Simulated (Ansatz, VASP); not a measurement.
**Two plane-wave programs on Ti5Si**

File INCAR:

```
SYSTEM = Ti5Si
PREC = Accurate
ENCUT = 520
EDIFF = 1E-6
ISMEAR = 0
SIGMA = 0.3
LREAL = .FALSE.
LASPH = .TRUE.
NELM = 100
ALGO = Fast
ISIF = 2
LWAVE = .FALSE.
LCHARG = .FALSE.
GGA = PS
NBANDS = 41
```

Contents of KPOINTS:

```
Automatic mesh
0
G
  12 12 12
  0 0 0
```

Contents of POSCAR:

```
Ti5Si
1.0
    2.5228393509      1.4565619783      4.4409048145
   -2.5228393509      1.4565619783      4.4409048145
    0.0000000000     -2.9131239567      4.4409048145
Ti Si
5 1
Direct
    0.1514396700      0.1514396700      0.1514396700
    0.6053500000      0.3946500000      0.0000000000
    0.0000000000      0.6053500000      0.3946500000
    0.8485603300      0.8485603300      0.8485603300
    0.3946500000      0.0000000000      0.6053500000
    0.5000000000      0.5000000000      0.5000000000
```

Input for Ansatz:

```yaml
crystal:
  lattice:
    - [2.5228393509, 1.4565619783, 4.4409048145]
    - [-2.5228393509, 1.4565619783, 4.4409048145]
    - [0.0, -2.9131239567, 4.4409048145]
  atoms:
    - { symbol: Ti, position: [0.15143967, 0.15143967, 0.15143967] }
    - { symbol: Ti, position: [0.60535, 0.39465, 0.0] }
    - { symbol: Ti, position: [0.0, 0.60535, 0.39465] }
    - { symbol: Ti, position: [0.84856033, 0.84856033, 0.84856033] }
    - { symbol: Ti, position: [0.39465, 0.0, 0.60535] }
    - { symbol: Si, position: [0.5, 0.5, 0.5] }
basis:
  ecutwfc: 420
kpoints:
  mp_grid: { grid: [12, 12, 12] }
hamiltonian:
  xc: pbesol
scf:
  occupations: { method: gaussian, width: 0.3 }
output:
  forces: true
  stress: true
  eigenvalues: true
```

Alike in both runs: task single point; functional PBEsol; k mesh 12 × 12 × 12; occupations gaussian, width 0.3 eV; no spin polarisation.

|  | VASP | Ansatz |
| --- | --- | --- |
| version | VASP 6.6.1 | Ansatz 0.2.0 |
| potentials or method | VASP PAW PBE potentials, release 64 (Ti_sv, Si), cutoff 520 eV | scalar-relativistic, plane waves, PAW |
| valence electrons in the cell | 64 | 64 |

```tsv
	VASP	Ansatz	Ansatz less VASP
gap on the k mesh at the Fermi level (eV)	none	none	-
pressure (GPa)	-4.4	-4.3	+0.10
rms of the force components (eV/Å)	0.031	0.032	+0.0004
```

VASP's potentials were made for PBE, not for PBEsol. Atom by atom the forces differ by 0.000 eV/Å (rms over components). A gap of «none» marks a metal or a gap that the smearing closes. With one functional, cell and mesh, what is left measures potentials, basis and numerics.
